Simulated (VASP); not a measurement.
The system is BaMg2N2.

```
CELL_PARAMETERS angstrom
-3.44493 3.44493 3.97531
3.44493 -3.44493 3.97531
3.44493 3.44493 -3.97531
ATOMIC_POSITIONS crystal
Ba 0.25000 0.25000 0.00000
Ba 0.75000 0.75000 0.00000
Mg 0.87087 0.37087 0.24174
Mg 0.12913 0.62913 0.75826
Mg 0.37087 0.12913 0.50000
Mg 0.62913 0.87087 0.50000
N 0.33279 0.83279 0.16559
N 0.66721 0.16721 0.83441
N 0.83279 0.66721 0.50000
N 0.16721 0.33279 0.50000
```

* Program: VASP 6.6.1
* Task: relaxation of cell and atoms
* Functional: PBEsol
* Potentials or basis: VASP PAW PBE potentials, release 64 (Ba_sv, Mg, N)
* Cutoff: 600 eV
* k mesh: 6 × 6 × 6
* Occupations: gaussian, width 0.02 eV
* Spin: no spin polarisation

At the start: pressure -2.4 GPa; volume 18.87 Å³/atom.

Task: Where does the relaxation end?

Result: Over 9 steps the energy falls by 7.9 meV/atom and the volume is 17.75 Å³/atom (-5.9 %); space group I4/mcm (No. 140, to 0.1 Å) before and after.

The path:
| step | energy change (eV) | largest force (eV/Å) | pressure (GPa) | volume (Å³) |
| --- | --- | --- | --- | --- |
| 1 | 0.0000 | 0.0088 | -2.39 | 188.71 |
| 2 | -0.0401 | 0.0360 | 0.72 | 181.13 |
| 3 | -0.0447 | 0.0250 | -0.09 | 182.93 |
| 4 | -0.0582 | 0.0442 | -0.07 | 181.67 |
| 5 | -0.0755 | 0.1968 | 0.06 | 177.95 |
| 6 | -0.0731 | 0.2207 | -0.06 | 177.05 |
| 7 | -0.0788 | 0.0330 | 0.00 | 177.57 |
| 8 | -0.0790 | 0.0088 | -0.01 | 177.53 |
| 9 | -0.0790 | 0.0005 | -0.02 | 177.51 |

Final structure:
```yaml
crystal:
  lattice:
    - [-3.42344, 3.42344, 3.78651]
    - [3.42344, -3.42344, 3.78651]
    - [3.42344, 3.42344, -3.78651]
  atoms:
    - { symbol: Ba, position: [0.25000, 0.25000, 0.00000] }
    - { symbol: Ba, position: [0.75000, 0.75000, 0.00000] }
    - { symbol: Mg, position: [0.87146, 0.37146, 0.24293] }
    - { symbol: Mg, position: [0.12854, 0.62854, 0.75707] }
    - { symbol: Mg, position: [0.37146, 0.12854, 0.50000] }
    - { symbol: Mg, position: [0.62854, 0.87146, 0.50000] }
    - { symbol: N, position: [0.33242, 0.83242, 0.16485] }
    - { symbol: N, position: [0.66758, 0.16758, 0.83515] }
    - { symbol: N, position: [0.83242, 0.66758, 0.50000] }
    - { symbol: N, position: [0.16758, 0.33242, 0.50000] }
```

Caveat: the PAW data sets were made with another functional, which shifts forces and pressure a little.
